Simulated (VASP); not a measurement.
# Os (P6_3/mmc) in VASP: a series of runs, part 2 of 2

VASP 6.6.1. Earlier steps stand in the parts before.

## 3. Relaxation of cell and atoms, PBEsol

This run uses another cell than the first one, of 13.98 Å³/atom.

Input file INCAR:

```
SYSTEM = Os
  PREC = Accurate
  ENCUT = 600
  EDIFF = 1E-6
  ISMEAR = -1
  SIGMA = 0.1
  LREAL = .FALSE.
  LASPH = .TRUE.
  NELM = 80
  ALGO = Normal
  ISIF = 3
  LWAVE = .FALSE.
  LCHARG = .FALSE.
  GGA = PS
  IBRION = 2
  NSW = 60
  EDIFFG = -0.02
```

Input file KPOINTS:

```
Automatic mesh
0
G
  10 10 6
  0 0 0
```

Input file POSCAR:

```
Os
1.0
    2.7341000000      0.0000000000      0.0000000000
   -1.3670500000      2.3678000565      0.0000000000
    0.0000000000      0.0000000000      4.3197000000
Os
2
Direct
    0.3333330000      0.6666670000      0.2500000000
    0.6666670000      0.3333330000      0.7500000000
```

Potentials or basis: VASP PAW PBE potentials, release 64 (Os).

Run with:

```
$ cat potpaw_PBE.64/Os/POTCAR > POTCAR
$ mpirun -np 1 vasp_std > vasp.out
```

OUTCAR:

```text
SYSTEM = Os
   PREC = Accurate
   ENCUT = 600
   EDIFF = 1E-6
   ISMEAR = -1
   LREAL = .FALSE.
   LASPH = .TRUE.
   NELM = 80
   ISIF = 3
   GGA = PS
   IBRION = 2
   NSW = 60
   EDIFFG = -0.02

 ion  position               nearest neighbor table
   1  0.333  0.667  0.250-   2 2.68   2 2.68   2 2.68   2 2.68   2 2.68   2 2.68
   2  0.667  0.333  0.750-   1 2.68   1 2.68   1 2.68   1 2.68   1 2.68   1 2.68

  LATTYP: Found a hexagonal cell.
 ALAT       =     2.7341000000
 C/A-ratio  =     1.5799348963

  Lattice vectors:

 A1 = (   2.7341000000,   0.0000000000,   0.0000000000)
 A2 = (  -1.3670500000,   2.3678000565,   0.0000000000)
 A3 = (   0.0000000000,   0.0000000000,   4.3197000000)

Analysis of symmetry for initial positions (statically):
=====================================================================
 Subroutine PRICEL returns:
 Original cell was already a primitive cell.

 Routine SETGRP: Setting up the symmetry group for a
 hexagonal supercell.

 Subroutine GETGRP returns: Found 24 space group operations
 (whereof 12 operations were pure point group operations)
 out of a pool of 24 trial point group operations.

The static configuration has the point symmetry D_3d.
 The point group associated with its full space group is D_6h.

Analysis of symmetry for dynamics (positions and initial velocities):
=====================================================================
 Subroutine PRICEL returns:
 Original cell was already a primitive cell.

 Routine SETGRP: Setting up the symmetry group for a
 hexagonal supercell.

 Subroutine GETGRP returns: Found 24 space group operations
 (whereof 12 operations were pure point group operations)
 out of a pool of 24 trial point group operations.

The dynamic configuration has the point symmetry D_3d.
 The point group associated with its full space group is D_6h.

[... 128 lines left out ...]
   LRPA    =     F    only Hartree local field effects (RPA)
 conjugate gradient relaxation of ions
 non-spin polarized calculation
  energy-cutoff  :      600.00
  volume of cell :       27.96
 maximum number of plane-waves:       965
 NGX is ok and might be reduce to    24
   NGX = 11   NGY = 11   NGZ = 17

--------------------------------------- Ionic step        1  -------------------------------------------

 number of electron      16.0000001 magnetization

 Free energy of the ion-electron system (eV)
  ---------------------------------------------------
  ext. energy  EPLUGINS =         0.00000000
  ---------------------------------------------------
  free energy    TOTEN  =       -24.48631395 eV

  energy without entropy =      -24.44061151  energy(sigma->0) =      -24.46346273

------------------------ aborting loop because EDIFF is reached ----------------------------------------

  FORCE on cell =-STRESS in cart. coord.  units (eV):
  Direction    XX          YY          ZZ          XY          YZ          ZX
  --------------------------------------------------------------------------------------
  -------------------------------------------------------------------------------------
  Total       -0.1625543     -0.1625543     -0.6914403     -0.0000000      0.0000000      0.0000000
  in kB       -9.3131382     -9.3131382    -39.6143241     -0.0000000      0.0000000      0.0000000
  external PRESSURE =     -19.4135335 kB  Pullay stress =       0.0000000 kB
[... 131 lines left out ...]
--------------------------------------- Ionic step        5  -------------------------------------------

 number of electron      16.0000001 magnetization

 Free energy of the ion-electron system (eV)
  ---------------------------------------------------
  ext. energy  EPLUGINS =         0.00000000
  ---------------------------------------------------
  free energy    TOTEN  =       -24.48790696 eV

  energy without entropy =      -24.44344089  energy(sigma->0) =      -24.46567392

 E-fermi :   9.4045     XC(G=0): -14.1802

 val. band max:        9.3139116747   @ k =   0.1000  -0.0000   0.3333
 cond. band min:       9.4272880669   @ k =   0.3000  -0.0000   0.0000
 fundamental gap:      0.1133763922
 Fermi energy:         9.4044585401

 k-point     1 :       0.0000    0.0000    0.0000
  band No.  band energies     occupation
      1      -1.6593      2.00000
      2       1.5092      2.00000
      3       6.2797      2.00000
      4       6.2797      2.00000
      5       6.5949      2.00000
      6       7.1455      2.00000
      7       7.1455      2.00000
      8       7.7556      2.00000
      9       7.7556      2.00000
     10       9.4301      0.87233
     11      11.0795      0.00000
     12      11.0795      0.00000
[... 331 lines left out ...]
 k-point    24 :       0.4000    0.1000    0.1667
  band No.  band energies     occupation
      1       1.9885      2.00000
      2       2.5941      2.00000
      3       3.7923      2.00000
      4       4.7607      2.00000
      5       5.8282      2.00000
      6       7.4726      2.00000
      7       7.7916      2.00000
      8      10.8493      0.00000
      9      11.3120      0.00000
     10      11.6674      0.00000
     11      13.1975      0.00000
     12      15.7946      0.00000

 [... further k-points ...]
[... 5 lines left out ...]
  --------------------------------------------------------------------------------------
  -------------------------------------------------------------------------------------
  Total       -0.0016172     -0.0016172     -0.0072287     -0.0000000     -0.0000000      0.0000000
  in kB       -0.0930406     -0.0930406     -0.4158899     -0.0000000     -0.0000000      0.0000000
  external PRESSURE =      -0.2006571 kB  Pullay stress =       0.0000000 kB
[... 17 lines left out ...]
  FREE ENERGIE OF THE ION-ELECTRON SYSTEM (eV)
  ---------------------------------------------------
  free  energy   TOTEN  =       -24.4879069569 eV

  energy  without entropy=      -24.4434408877  energy(sigma->0) =      -24.46567392

 reached required accuracy - stopping structural energy minimisation
```

OSZICAR:

```text
N       E                     dE             d eps       ncg     rms          rms(c)
DAV:   1     0.121540363722E+03    0.12154E+03   -0.84858E+03  1344   0.146E+03
DAV:   2    -0.174418464840E+02   -0.13898E+03   -0.12603E+03  1420   0.429E+02
[... 35 lines left out ...]
   4 F= -.24487471E+02 E0= -.24465465E+02  d E =0.247081E-03
       N       E                     dE             d eps       ncg     rms          rms(c)
DAV:   1    -0.244884905534E+02   -0.10186E-02   -0.38020E-02  1360   0.172E+00    0.187E-01
DAV:   2    -0.244880334850E+02    0.45707E-03   -0.50165E-04  1612   0.289E-01    0.873E-02
DAV:   3    -0.244879064566E+02    0.12703E-03   -0.34641E-04  1536   0.169E-01    0.193E-02
DAV:   4    -0.244879069543E+02   -0.49773E-06   -0.13438E-05  1372   0.430E-02    0.857E-03
DAV:   5    -0.244879069569E+02   -0.25835E-08   -0.13068E-06   732   0.954E-03
   5 F= -.24487907E+02 E0= -.24465674E+02  d E =-.188811E-03
```

Wall time 2.1 min (1 thread of AMD EPYC 7R43 (Zen 3), shared host); peak memory 0.16 GiB.

Results:

```
Free energy                           : -24.4879 eV
Relaxed volume                        : 13.92 Å³/atom
Relaxed cell                          : a = 2.735 Å, b = 2.735 Å, c = 4.300 Å, α = 90.00°, β = 90.00°, γ = 120.00°
Space group after relaxing (to 0.1 Å) : P6_3/mmc (No. 194)
Energy gained by relaxing             : 0.8 meV/atom
Ionic steps                           : 5
Pressure after relaxing               : 0.0 GPa
Band gap on the k mesh                : zero (bands 8 and 9 overlap by 3.92 eV)
```

Step by step:
| step | energy change (eV) | largest force (eV/Å) | pressure (GPa) | volume (Å³) |
| --- | --- | --- | --- | --- |
| 1 | 0.0000 | 0.0000 | -1.94 | 27.96 |
| 2 | 0.0177 | 0.0000 | 9.71 | 27.28 |
| 3 | -0.0014 | 0.0000 | 0.40 | 27.82 |
| 4 | -0.0012 | 0.0000 | -0.68 | 27.89 |
| 5 | -0.0016 | 0.0000 | -0.02 | 27.85 |

Final structure:
```
CELL_PARAMETERS angstrom
2.73469 0.00000 0.00000
-1.36734 2.36831 0.00000
0.00000 0.00000 4.29980
ATOMIC_POSITIONS crystal
Os 0.33333 0.66667 0.25000
Os 0.66667 0.33333 0.75000
```

Caveat: the PAW data sets were made with another functional, which shifts forces and pressure a little; spin-orbit coupling is left out, which moves the levels of the heavy elements.

The gap in the log of VASP goes by the Fermi energy; the results here count the filled bands.